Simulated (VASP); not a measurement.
W, 2 atoms in the cell. It takes space group P6_3/mmc (No. 194, hexagonal). Conventional cell: a = 2.780 Å, b = 2.780 Å, c = 4.948 Å, α = 90.00°, β = 90.00°, γ = 120.00°. W (site symmetry -6m2) has 12 W at 2.78 to 2.95 Å within 3.7 Å. This isn't the form of W at room conditions, which is bcc.

```yaml
Program: VASP 6.6.1
Task: single point
Functional: PBE
Potentials_or_basis: VASP PAW PBE potentials, release 64 (W_sv)
Cutoff: 520 eV
k_mesh: 9 × 9 × 4
Occupations: gaussian, width 0.1 eV
Spin: no spin polarisation
Dipole_correction: no
Further_INCAR_settings: ALGO = Normal; EDIFF = 1e-06; NBANDS = 21
```

Potentials or basis: VASP PAW PBE potentials, release 64 (W_sv).

Launch:

```sh
$ cat potpaw_PBE.64/W_sv/POTCAR > POTCAR
$ mpirun -np 1 vasp_std > vasp.out
```

Hardware: 1 thread of Intel(R) Xeon(R) 6975P-C (Granite Rapids), on a shared host.

**Question.** Estimate the wall time of this run.

**Answer.** Run time: 8.6 s on 1 thread of Intel(R) Xeon(R) 6975P-C (Granite Rapids), on a shared host, peak memory 0.16 GiB. Counts: scf iterations 11, k points 36.
